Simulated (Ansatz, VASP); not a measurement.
**Two plane-wave programs on Mn3Si**

The input INCAR:

```
SYSTEM = Mn3Si
PREC = Accurate
ENCUT = 500
EDIFF = 1E-6
ISMEAR = -1
SIGMA = 0.3
LREAL = .False.
LASPH = .True.
NELM = 200
ALGO = Normal
ISIF = 2
LWAVE = .False.
LCHARG = .False.
ISPIN = 2
MAGMOM = 5.2 5.2 5.2 0
LORBIT = 11
LMAXMIX = 4
GGA = CA
NBANDS = 34
GGA_COMPAT = .False.
```

Contents of KPOINTS:

```
Automatic mesh
0
Gamma
  10 10 10
  0 0 0
```

File POSCAR:

```
Mn3Si
1.0
    4.0460650000      0.0000000000      0.0000000000
    2.0230325000      3.5039950754      0.0000000000
    2.0230325000      1.1679983585      3.3035982387
Mn Si
3 1
Direct
    0.5000000000      0.5000000000      0.5000000000
    0.2500000000      0.2500000000      0.2500000000
    0.7500000000      0.7500000000      0.7500000000
    0.0000000000      0.0000000000      0.0000000000
```

Input for Ansatz:

```yaml
crystal:
  lattice:
    - [4.046065, 0.0, 0.0]
    - [2.0230325000000002, 3.503995075363084, 0.0]
    - [2.0230325000000002, 1.1679983584543616, 3.303598238711339]
  atoms:
    - { symbol: Mn, position: [0.5000000000000001, 0.5, 0.5] }
    - { symbol: Mn, position: [0.25000000000000006, 0.25, 0.25] }
    - { symbol: Mn, position: [0.7500000000000002, 0.75, 0.75] }
    - { symbol: Si, position: [0.0, 0.0, 0.0] }
basis:
  ecutwfc: 630.0
kpoints:
  mp_grid:
    grid: [10, 10, 10]
hamiltonian:
  xc: lda
magnetization:
  spin_polarized: true
  per_species:
    Mn: 5.2
scf:
  mixing:
    algorithm: msr1
    preconditioner: resta
  occupations:
    method: fermi_dirac
    width: 0.3
  initial_density:
    normalization: atom
output:
  eigenstates:
    nscf_kmesh:
      grid: [7, 7, 7]
    exchange_couplings:
      magnetic:
        - { species: Mn }
```

Alike in both runs: task single point; functional LDA; k mesh 10 × 10 × 10; occupations fermi-dirac, width 0.3 eV; collinear spin.

|  | VASP | Ansatz |
| --- | --- | --- |
| version | VASP 6.6.1 | Ansatz 0.2.0 |
| potentials or method | VASP PAW LDA potentials, release 64 (Mn_pv, Si), cutoff 500 eV | plane waves, PAW |
| valence electrons in the cell | 43 | 49 |

```csv
,VASP,Ansatz,Ansatz less VASP
gap on the k mesh at the Fermi level (eV),none,none,-
net moment per atom (μB),0.35,0.36,+0.009
size of the moment on the site where the two differ most (μB),1.61,1.77,+0.166
```

LDA's correlation is that of Perdew and Zunger in VASP and of Perdew and Wang (1992) in Ansatz. Site moments also hang on the region over which each program counts them. A gap of «none» marks a metal or a gap that the smearing closes. VASP's potentials hold 43 valence electrons a cell and Ansatz's 49, so a difference there can come from the potentials and not from the codes. Ansatz's warnings: given moment on shells, seeded moment not kept.
